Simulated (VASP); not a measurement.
# Sn (Fd-3m) in VASP: notebook

Aim: see how the results for Sn move with the level of theory and the settings. Levels: r2SCAN0, PBE-based screened hybrid with 25 % exact exchange, HSE06, PBEsol-based global hybrid with 25 % exact exchange, B3LYP. Tasks: single point, relaxation of cell and atoms.

Program: VASP 6.6.1. These are calculated values, not measurements. Logs are shortened: lines on timing, memory, paths and dates and some standing lists are left out, and cuts for length are marked.

## Step 1: The cell of the first run

It takes space group Fd-3m (No. 227, cubic). Conventional cell: a = 6.510 Å, b = 6.510 Å, c = 6.510 Å, α = 90.00°, β = 90.00°, γ = 90.00°. Within 3.7 Å of Sn (site symmetry -43m) lie 4 Sn at 2.82 Å.

This isn't the form of Sn at room conditions, which is tetragonal (white tin).

## Step 2: Single point, r2SCAN0

Contents of POSCAR:

```
Sn
1.0
    0.0000000000      3.2547562903      3.2547562903
    3.2547562903      0.0000000000      3.2547562903
    3.2547562903      3.2547562903      0.0000000000
Sn
2
Direct
    0.7500000000      0.7500000000      0.7500000000
    0.5000000000      0.5000000000      0.5000000000
```

Contents of INCAR.step1:

```
PREC = Accurate
ENCUT = 520
EDIFF = 1E-5
ISMEAR = -1
SIGMA = 0.05
LREAL = False
LASPH = True
NELM = 60
ALGO = Normal
ISIF = 2
LWAVE = True
LCHARG = False
NBANDS = 21
GGA = PE
```

Contents of INCAR.step2:

```
PREC = Accurate
ENCUT = 520
EDIFF = 1E-6
ISMEAR = -1
SIGMA = 0.05
LREAL = False
LASPH = True
NELM = 60
ALGO = Normal
ISIF = 2
LWAVE = False
LCHARG = False
METAGGA = R2SCAN
LHFCALC = True
AEXX = 0.25
LMIXTAU = True
PRECFOCK = Normal
NBANDS = 21
ISTART = 1
```

Contents of KPOINTS:

```
Automatic mesh
0
Gamma
  4 4 4
```

Potentials or basis: VASP PAW PBE potentials, release 64 (Sn_d).

Run with:

```console
cat potpaw_PBE.64/Sn_d/POTCAR > POTCAR
cp INCAR.step1 INCAR
mpirun -np 1 vasp_std > vasp.out
cp INCAR.step2 INCAR
mpirun -np 1 vasp_std > vasp.out
```

OUTCAR:

```text
PREC = Accurate
   ENCUT = 520
   EDIFF = 1E-6
   ISMEAR = -1
   LREAL = False
   LASPH = True
   NELM = 60
   ISIF = 2
   METAGGA = R2SCAN
   LHFCALC = True
   AEXX = 0.25
   PRECFOCK = Normal
   ISTART = 1

 ion  position               nearest neighbor table
   1  0.750  0.750  0.750-   2 2.82   2 2.82   2 2.82   2 2.82
   2  0.500  0.500  0.500-   1 2.82   1 2.82   1 2.82   1 2.82

  LATTYP: Found a face centered cubic cell.
 ALAT       =     6.5095125806

  Lattice vectors:

 A1 = (   0.0000000000,   3.2547562903,   3.2547562903)
 A2 = (   3.2547562903,   0.0000000000,   3.2547562903)
 A3 = (   3.2547562903,   3.2547562903,   0.0000000000)

Analysis of symmetry for initial positions (statically):
=====================================================================
 Subroutine PRICEL returns:
 Original cell was already a primitive cell.

 Routine SETGRP: Setting up the symmetry group for a
 face centered cubic supercell.

 Subroutine GETGRP returns: Found 48 space group operations
 (whereof 24 operations were pure point group operations)
 out of a pool of 48 trial point group operations.

The static configuration has the point symmetry T_d .
 The point group associated with its full space group is O_h .

Analysis of symmetry for dynamics (positions and initial velocities):
=====================================================================
 Subroutine PRICEL returns:
 Original cell was already a primitive cell.

 Routine SETGRP: Setting up the symmetry group for a
 face centered cubic supercell.

 Subroutine GETGRP returns: Found 48 space group operations
 (whereof 24 operations were pure point group operations)
 out of a pool of 48 trial point group operations.

The dynamic configuration has the point symmetry T_d .
 The point group associated with its full space group is O_h .

 Subroutine INISYM returns: Found 48 space group operations
 (whereof 24 operations are pure point group operations),
 and found     1 'primitive' translations

----------------------------------------------------------------------------------------

                                     Primitive cell

  volume of cell :      68.9581

  direct lattice vectors                    reciprocal lattice vectors
     0.000000000  3.254756290  3.254756290    -0.153621333  0.153621333  0.153621333
     3.254756290  0.000000000  3.254756290     0.153621333 -0.153621333  0.153621333
     3.254756290  3.254756290  0.000000000     0.153621333  0.153621333 -0.153621333

  length of vectors
     4.602920488  4.602920488  4.602920488     0.266079954  0.266079954  0.266079954

  position of ions in fractional coordinates (direct lattice)
     0.750000000  0.750000000  0.750000000
     0.500000000  0.500000000  0.500000000

  ion indices of the primitive-cell ions
   primitive index   ion index
                 1           1
                 2           2

----------------------------------------------------------------------------------------

 KPOINTS: Automatic mesh

Automatic generation of k-mesh.
 Grid dimensions read from file:
 generate k-points for:    4    4    4

 Generating k-lattice:

  Cartesian coordinates                     Fractional coordinates (reciprocal lattice)
    -0.038405333  0.038405333  0.038405333     0.250000000  0.000000000  0.000000000
     0.038405333 -0.038405333  0.038405333     0.000000000  0.250000000  0.000000000
     0.038405333  0.038405333 -0.038405333     0.000000000  0.000000000  0.250000000

  Length of vectors
     0.066519988  0.066519988  0.066519988

  Shift w.r.t. Gamma in fractional coordinates (k-lattice)
     0.000000000  0.000000000  0.000000000

 Subroutine IBZKPT returns following result:
 ===========================================

 Found      8 irreducible k-points:

 Following reciprocal coordinates:
            Coordinates               Weight
  0.000000  0.000000  0.000000      1.000000
  0.250000  0.000000  0.000000      8.000000
  0.500000  0.000000  0.000000      4.000000
  0.250000  0.250000  0.000000      6.000000
  0.500000  0.250000  0.000000     24.000000
 -0.250000  0.250000  0.000000     12.000000
  0.500000  0.500000  0.000000      3.000000
 -0.250000  0.500000  0.250000      6.000000
   k-points           NKPTS =      8   k-points in BZ     NKDIM =     64   number of bands    NBANDS=     21
   number of dos      NEDOS =    301   number of ions     NIONS =      2
   total plane-waves  NPLWV =  46656
   dimension x,y,z NGX =    36 NGY =   36 NGZ =   36
   dimension x,y,z NGXF=    72 NGYF=   72 NGZF=   72
   ions per type =               2
   NGX,Y,Z   is equivalent  to a cutoff of  13.00, 13.00, 13.00 a.u.
   NGXF,Y,Z  is equivalent  to a cutoff of  26.00, 26.00, 26.00 a.u.
 SYSTEM =  unknown system
   PREC   = accura    normal or accurate (medium, high low for compatibility)
   ISTART =      1    job   : 0-new  1-cont  2-samecut
   ICHARG =      0    charge: 1-file 2-atom 10-const
   ISPIN  =      1    spin polarized calculation?
   LNONCOLLINEAR =      F non collinear calculations
   LSORBIT =      F    spin-orbit coupling
   LASPH  =      T    aspherical Exc in radial PAW
   ENCUT  =  520.0 eV  38.22 Ry    6.18 a.u.   8.56  8.56  8.56*2*pi/ulx,y,z
   NELM   =     60;   NELMIN=  2; NELMDL=  0     # of ELM steps
   EDIFF  = 0.1E-05   stopping-criterion for ELM
   LREAL  =      F    real-space projection
   EDIFFG = 0.1E-04   stopping-criterion for IOM
   NSW    =      0    number of steps for IOM
   IBRION =     -1    ionic relax: 0-MD 1-quasi-New 2-CG
   NFREE  =      0    steps in history (QN), initial steepest desc. (CG)
   ISIF   =      2    stress and relaxation
   ISYM   =      3    0-nonsym 1-usesym 2-fastsym
   POTIM  = 0.5000    time-step for ionic-motion
   TEBEG  =    0.0;   TEEND  =   0.0 temperature during run
   PSTRESS=    0.0 pullay stress
   NELECT =      28.0000    total number of electrons
   NUPDOWN=      -1.0000    fix difference up-down
   EMIN   =  10.00;   EMAX   =-10.00  energy-range for DOS
   EFERMI =   0.00;   METHOD = LEGACY
   ISMEAR =    -1;   SIGMA  =   0.05  broadening in eV -4-tet -1-fermi 0-gaus
   EFERMI_NEDOS =   21; number of points for ismear=-14 and -15
   IALGO  =     38    algorithm
   IMIX   =      1    mixing-type and parameters
     AMIX     =   0.40;   BMIX     =  1.00
     AMIX_MAG =   1.60;   BMIX_MAG =  1.00
  volume/ion in A,a.u.               =      34.48       232.68
  Fermi-wavevector in a.u.,A,eV,Ry     =   1.212269  2.290856 19.995072  1.469596
  Thomas-Fermi vector in A             =   2.347758
   LORBIT       =      0    0 simple, 1 ext, 2 COOP (PROOUT), +10 PAW based schemes
   METAGGA = R2SCAN    functional components
   LHFCALC =     T    Hartree Fock is set to
   PRECFOCK=normal    Normal, Fast or Accurate (Low or Medium for compatibility)
   ENCUT4O =  -1.0   cutoff for four orbital integrals eV
   NKREDX  =     1    reduce k-point grid by
   NKREDY  =     1    reduce k-point grid by
   NKREDZ  =     1    reduce k-point grid by
   AEXX    =    0.2500 exact exchange contribution
   HFSCREEN=    0.0000 screening length (either q_TF or 0.3 A-1)
   HFSCREENC=   0.0000 screening length for correlation (either q_TF or 0.3 A-1)
   ENCUTFOCK=  -1.0 apply spherical cutoff to Coloumb kernel
   IVDW    =     0    specifies the selected vdW correction
   LEPSILON=     F    determine dielectric tensor
   LRPA    =     F    only Hartree local field effects (RPA)
 non-spin polarized calculation
  energy-cutoff  :      520.00
  volume of cell :       68.96
 maximum number of plane-waves:      1880
 NGX is ok and might be reduce to    36
  NGX = 28; NGY = 28; NGZ = 28

 number of electron      27.9999995 magnetization

 Free energy of the ion-electron system (eV)
  ---------------------------------------------------
  ext. energy  EPLUGINS =         0.00000000
  ---------------------------------------------------
  free energy    TOTEN  =       -41.43642835 eV

  energy without entropy =      -41.43639336  energy(sigma->0) =      -41.43641085

 E-fermi :   5.3190     XC(G=0):  -7.4499

 val. band max:        4.9347284673   @ k =   0.0000   0.0000   0.0000
 cond. band min:       5.6483913627   @ k =   0.0000   0.0000   0.0000
 fundamental gap:      0.7136628954
 Fermi energy:         5.3190043077

 k-point     1 :       0.0000    0.0000    0.0000
  band No.  band energies     occupation
      1     -19.4292      2.00000
      2     -19.4292      2.00000
      3     -19.4292      2.00000
      4     -19.3687      2.00000
      5     -19.3687      2.00000
      6     -19.0474      2.00000
[... 13 lines left out ...]
     20      14.5012      0.00000
     21      14.5012      0.00000

 k-point     2 :       0.2500    0.0000    0.0000
  band No.  band energies     occupation
      1     -19.4574      2.00000
      2     -19.4573      2.00000
      3     -19.4168      2.00000
      4     -19.3257      2.00000
      5     -19.3257      2.00000
      6     -19.0857      2.00000
[... 13 lines left out ...]
     20      13.3737      0.00000
     21      13.3737      0.00000

 k-point     3 :       0.5000    0.0000    0.0000
  band No.  band energies     occupation
      1     -19.4687      2.00000
      2     -19.4686      2.00000
      3     -19.4037      2.00000
      4     -19.3041      2.00000
      5     -19.3041      2.00000
      6     -19.0991      2.00000
[... 13 lines left out ...]
     20      15.5603      0.00000
     21      15.5603      0.00000

 k-point     4 :       0.2500    0.2500    0.0000
  band No.  band energies     occupation
      1     -19.4593      2.00000
      2     -19.4592      2.00000
      3     -19.4354      2.00000
      4     -19.3174      2.00000
      5     -19.2645      2.00000
      6     -19.1801      2.00000
[... 13 lines left out ...]
     20      14.6464      0.00000
     21      15.2778      0.00000

 k-point     5 :       0.5000    0.2500    0.0000
  band No.  band energies     occupation
      1     -19.5001      2.00000
      2     -19.4785      2.00000
      3     -19.3699      2.00000
      4     -19.2642      2.00000
      5     -19.2350      2.00000
      6     -19.2069      2.00000
[... 13 lines left out ...]
     20      15.8289      0.00000
     21      16.0045      0.00000

 k-point     6 :      -0.2500    0.2500    0.0000
  band No.  band energies     occupation
      1     -19.4931      2.00000
      2     -19.4807      2.00000
      3     -19.3631      2.00000
      4     -19.3008      2.00000
      5     -19.2601      2.00000
      6     -19.1497      2.00000
[... 13 lines left out ...]
     20      14.3123      0.00000
     21      16.2037      0.00000

 k-point     7 :       0.5000    0.5000    0.0000
  band No.  band energies     occupation
      1     -19.4847      2.00000
      2     -19.4846      2.00000
      3     -19.3453      2.00000
      4     -19.3453      2.00000
      5     -19.1950      2.00000
      6     -19.1950      2.00000
[... 13 lines left out ...]
     20      16.1796      0.00000
     21      17.1960      0.00000

 k-point     8 :      -0.2500    0.5000    0.2500
  band No.  band energies     occupation
      1     -19.5037      2.00000
      2     -19.5037      2.00000
      3     -19.2838      2.00000
      4     -19.2838      2.00000
      5     -19.2056      2.00000
      6     -19.2056      2.00000
[... 13 lines left out ...]
     20      15.9033      0.00000
     21      17.1329      0.00000

------------------------ aborting loop because EDIFF is reached ----------------------------------------

  FORCE on cell =-STRESS in cart. coord.  units (eV):
  Direction    XX          YY          ZZ          XY          YZ          ZX
  --------------------------------------------------------------------------------------
  -------------------------------------------------------------------------------------
  Total       -0.0775248     -0.0775248     -0.0775248     -0.0000000      0.0000000     -0.0000000
  in kB       -1.8012151     -1.8012151     -1.8012151     -0.0000000      0.0000000     -0.0000000
  external PRESSURE =      -1.8012151 kB  Pullay stress =       0.0000000 kB

 VOLUME and BASIS-vectors are now :
 -----------------------------------------------------------------------------
  energy-cutoff  :      520.00
  volume of cell :       68.96
      direct lattice vectors                 reciprocal lattice vectors
     0.000000000  3.254756290  3.254756290    -0.153621333  0.153621333  0.153621333
     3.254756290  0.000000000  3.254756290     0.153621333 -0.153621333  0.153621333
     3.254756290  3.254756290  0.000000000     0.153621333  0.153621333 -0.153621333

 POSITION                                       TOTAL-FORCE (eV/Angst)
 -----------------------------------------------------------------------------------
      4.88213      4.88213      4.88213         0.000000      0.000000      0.000000
      3.25476      3.25476      3.25476        -0.000000     -0.000000     -0.000000
 -----------------------------------------------------------------------------------
    total drift:                               -0.000312     -0.000768      0.000957

  FREE ENERGIE OF THE ION-ELECTRON SYSTEM (eV)
  ---------------------------------------------------
  free  energy   TOTEN  =       -41.4364283483 eV

  energy  without entropy=      -41.4363933579  energy(sigma->0) =      -41.43641085
```

Wall time 39 min (1 thread of Intel Xeon Platinum 8375C at 2.90GHz (Ice Lake), shared host); peak memory 0.24 GiB.

The run converged, but its numbers aren't listed here, since they failed a check.

Caveat: the k points lie up to 0.42 Å⁻¹ apart; the mesh shows a gap though the element is a metal; the PAW data sets were made with another functional, which shifts forces and pressure a little; spin-orbit coupling is left out, which moves the levels of the heavy elements.

## Step 3: Relaxation of cell and atoms, PBE-based screened hybrid with 25 % exact exchange

This run uses another cell than the first one, of 33.80 Å³/atom.

Contents of POSCAR:

```
Sn
1.0
    0.0000000000      3.2333428000      3.2333428000
    3.2333428000      0.0000000000      3.2333428000
    3.2333428000      3.2333428000      0.0000000000
Sn
2
Direct
    0.7500000000      0.7500000000      0.7500000000
    0.5000000000      0.5000000000      0.5000000000
```

Contents of INCAR.step1:

```
ALGO     = Normal         # electronic algorithm
EDIFF    = 1E-5           # SCF threshold, eV
ENCUT    = 600            # plane-wave cutoff, eV
GGA      = PE             # functional
ISMEAR   = -1             # smearing method
LASPH    = T              # aspherical terms in the spheres
LCHARG   = F              # write CHGCAR
LREAL    = F              # projectors in reciprocal space
LWAVE    = T              # write WAVECAR
NBANDS   = 21             # bands
NELM     = 100            # most SCF steps
PREC     = Accurate       # precision mode
SIGMA    = 0.05           # smearing width, eV
```

Contents of INCAR.step2:

```
AEXX     = 0.25           # exact-exchange fraction
ALGO     = Normal         # electronic algorithm
EDIFF    = 1E-6           # SCF threshold, eV
EDIFFG   = -0.01          # ionic threshold
ENCUT    = 600            # plane-wave cutoff, eV
GGA      = PE             # functional
HFSCREEN = 0.3            # screening, 1/A
IBRION   = 2              # ionic algorithm
ISIF     = 3              # what is computed and relaxed
ISMEAR   = -1             # smearing method
ISTART   = 1            
LASPH    = T              # aspherical terms in the spheres
LCHARG   = F              # write CHGCAR
LHFCALC  = T              # exact exchange
LREAL    = F              # projectors in reciprocal space
LWAVE    = F              # write WAVECAR
NELM     = 100            # most SCF steps
NSW      = 60             # ionic steps
PREC     = Accurate       # precision mode
PRECFOCK = Normal       
SIGMA    = 0.05           # smearing width, eV
```

Contents of KPOINTS:

```
k-points
0
Gamma
  4 4 4
```

Potentials or basis: VASP PAW PBE potentials, release 64 (Sn_d).

Run with:

```console
cat potpaw_PBE.64/Sn_d/POTCAR > POTCAR
cp INCAR.step1 INCAR
mpirun -np 1 vasp_std > vasp.out
cp INCAR.step2 INCAR
mpirun -np 1 vasp_std > vasp.out
```

Run time: 90 min. Hardware: 1 thread of AMD EPYC 7R13 (Zen 3), shared host; peak memory 0.34 GiB.

It converged, with:

```
Free energy                           : -8.5707 eV
Relaxed volume                        : 35.85 Å³/atom
Relaxed cell                          : a = 4.663 Å, b = 4.663 Å, c = 4.663 Å, α = 60.00°, β = 60.00°, γ = 60.00°
Space group after relaxing (to 0.1 Å) : Fd-3m (No. 227)
Energy gained by relaxing             : 16.9 meV/atom
Ionic steps                           : 3
Pressure after relaxing               : 0.0 GPa
Band gap on the k mesh                : zero (filled and empty bands touch)
```

Step by step:
```
step  energy change (eV)  largest force (eV/Å)  pressure (GPa)  volume (Å³)
   1              0.0000                0.0000            2.78        67.61
   2             -0.0282                0.0000           -0.97        73.51
   3             -0.0337                0.0000            0.01        71.70
```

Final structure:
```
Sn
1.0
     0.00000    3.29737    3.29737
     3.29737    0.00000    3.29737
     3.29737    3.29737    0.00000
Sn
2
Direct
  0.75000 0.75000 0.75000
  0.50000 0.50000 0.50000
```

Levels at points of the mesh, in eV from the Fermi level:
```csv
k point,band 11,band 12,band 13,band 14,band 15,band 16,band 17,band 18
"(0.00, 0.00, 0.00)",-11.31,-0.62,-0.02,-0.02,-0.02,2.43,2.43,2.43
"(0.50, 0.00, 0.00)",-9.61,-6.67,-1.23,-1.23,0.15,3.53,3.53,6.06
"(0.50, 0.50, 0.00)",-8.03,-8.03,-2.59,-2.59,1.08,1.08,8.11,8.11
```

Caveat: the k points lie up to 0.41 Å⁻¹ apart in the final cell; the PAW data sets were made with another functional, which shifts forces and pressure a little; spin-orbit coupling is left out, which moves the levels of the heavy elements.

## Step 4: Single point, HSE06

This run uses another cell than the first one, of 35.83 Å³/atom.

Contents of POSCAR:

```
Sn
1.0
    0.0000000000      3.2967577782      3.2967577782
    3.2967577782      0.0000000000      3.2967577782
    3.2967577782      3.2967577782      0.0000000000
Sn
2
Direct
    0.7500000000      0.7500000000      0.7500000000
    0.5000000000      0.5000000000      0.5000000000
```

Contents of INCAR.step1:

```
SYSTEM = Sn
ALGO = Normal ; EDIFF = 1E-5
ENCUT = 520 ; GGA = PE
ISIF = 2 ; ISMEAR = -1
LASPH = .True. ; LCHARG = .False.
LREAL = .False. ; LWAVE = .True.
NBANDS = 21 ; NELM = 80
PREC = Accurate ; SIGMA = 0.05
```

Contents of INCAR.step2:

```
SYSTEM = Sn
ALGO = Normal ; EDIFF = 1E-7
ENCUT = 520 ; GGA = PE
HFSCREEN = 0.2079 ; ISIF = 2
ISMEAR = -1 ; ISTART = 1
LASPH = .True. ; LCHARG = .False.
LHFCALC = .True. ; LREAL = .False.
LWAVE = .False. ; NBANDS = 21
NELM = 80 ; PREC = Accurate
PRECFOCK = Normal ; SIGMA = 0.05
```

Contents of KPOINTS:

```
k-points
0
Gamma
  4 4 4
  0 0 0
```

Run with:

```console
cat potpaw_PBE.64/Sn_d/POTCAR > POTCAR
cp INCAR.step1 INCAR
mpirun -np 1 vasp_std > vasp.out
cp INCAR.step2 INCAR
mpirun -np 1 vasp_std > vasp.out
```

Run time: 29 min. Hardware: 1 thread of Intel Xeon Platinum 8259CL at 2.50GHz (Skylake/Cascade Lake), shared host; peak memory 0.32 GiB.

The run converged. Its results:

```yaml
Free_energy: -8.8729 eV
Pressure: -0.3 GPa
Band_gap_on_the_k_mesh: zero (filled and empty bands touch)
```

Levels at points of the mesh, in eV from the Fermi level:
```
           k point  band 12  band 13  band 14  band 15  band 16  band 17
(0.00, 0.00, 0.00)    -0.53    -0.03    -0.03    -0.03     2.56     2.56
(0.50, 0.00, 0.00)    -6.79    -1.27    -1.27     0.27     3.67     3.67
(0.50, 0.50, 0.00)    -8.16    -2.65    -2.65     1.19     1.19     8.31
```

Caveat: the k points lie up to 0.41 Å⁻¹ apart; the PAW data sets were made with another functional, which shifts forces and pressure a little; spin-orbit coupling is left out, which moves the levels of the heavy elements.

(Part 1 of 3 ends here.)

The gap in the log of VASP goes by the Fermi energy; the results here count the filled bands.